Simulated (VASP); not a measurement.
Write the native input for VASP 6.6.1 that does the following.

```yaml
Task: relaxation of cell and atoms
Functional: PBE
Potentials_or_basis: VASP PAW PBE potentials, release 64 (La, O)
Cutoff: 600 eV
k_mesh: 4 × 4 × 4
Occupations: gaussian, width 0.1 eV
Spin: no spin polarisation
Dipole_correction: no
Further_INCAR_settings: ALGO = Normal; EDIFF = 1e-06; IBRION = 2; EDIFFG = -0.04; NSW = 90; ISIF = 3
```

The structure of La5O lies in POSCAR:

```
La5O
1.0
    0.0000000000      4.2969688100      4.2969688100
    4.2969688100      0.0000000000      4.2969688100
    4.2969688100      4.2969688100      0.0000000000
La O
5 1
Direct
    0.1250000000      0.6250000000      0.6250000000
    0.6250000000      0.6250000000      0.6250000000
    0.6250000000      0.1250000000      0.6250000000
    0.6250000000      0.6250000000      0.1250000000
    0.2500000000      0.2500000000      0.2500000000
    0.0000000000      0.0000000000      0.0000000000
```

The cell was built from a structure type or drawn by symmetry, and may not be a known phase.

One way to write it, as run:

INCAR

```
PREC = Accurate ; ENCUT = 600
EDIFF = 1E-6 ; ISMEAR = 0
SIGMA = 0.1 ; LREAL = F
LASPH = T ; NELM = 100
ALGO = Normal ; ISIF = 3
LWAVE = F ; LCHARG = F
GGA = PE ; IBRION = 2
NSW = 90 ; EDIFFG = -0.04
```

KPOINTS

```
Automatic mesh
0
Gamma
  4 4 4
```

Potentials or basis: VASP PAW PBE potentials, release 64 (La, O).

Launch:

```console
$ cat potpaw_PBE.64/La/POTCAR potpaw_PBE.64/O/POTCAR > POTCAR
$ mpirun -np 1 vasp_std > vasp.out
```

It gave:

```
Relaxed volume                        : 33.40 Å³/atom
Relaxed cell                          : a = 6.568 Å, b = 6.568 Å, c = 6.568 Å, α = 60.00°, β = 60.00°, γ = 60.00°
Space group after relaxing (to 0.1 Å) : F-43m (No. 216)
Energy gained by relaxing             : 138.0 meV/atom
Ionic steps                           : 4
Pressure after relaxing               : 0.0 GPa
Band gap on the k mesh                : zero (an odd number of electrons rules out a gap without spin polarisation)
```

Caveat: the volume moved by over 15 % at a fixed basis, so the end points are rough; spin-orbit coupling is left out, which moves the levels of the heavy elements; an odd number of electrons without spin polarisation forces a metal; a magnetic or distorted state may lie lower.

It took 4.5 min on 1 thread of Intel(R) Xeon(R) 6975P-C (Granite Rapids) (shared host), peak memory 0.39 GiB.
